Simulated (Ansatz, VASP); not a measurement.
**GaP: VASP beside Ansatz**

```
Ga P
1.0
     0.00000    2.75325    2.75325
     2.75325    0.00000    2.75325
     2.75325    2.75325    0.00000
Ga P
1 1
Direct
  0.00000 0.00000 0.00000
  0.25000 0.25000 0.25000
```

Alike in both runs: functional PBE; k mesh 8 × 8 × 8; occupations gaussian, width 0.02 eV; no spin polarisation.

Ansatz relaxed the structure, and its values are those at the end. VASP's run is a single point on that final structure, the one shown.

|  | VASP | Ansatz |
| --- | --- | --- |
| version | VASP 6.6.1 | Ansatz 0.2.0 |
| potentials or method | VASP PAW PBE potentials, release 64 (Ga_d, P), cutoff 500 eV | scalar-relativistic, plane waves, PAW |
| valence electrons in the cell | 18 | 18 |

Ansatz gave:

```
gap on the k mesh at the Fermi level (eV) : 1.58
least direct gap on the mesh (eV)         : 1.58
pressure (GPa)                            : 0.0
```

Which values does VASP return?

gap on the k mesh at the Fermi level (eV): 1.57; least direct gap on the mesh (eV): 1.57; pressure (GPa): -0.1.
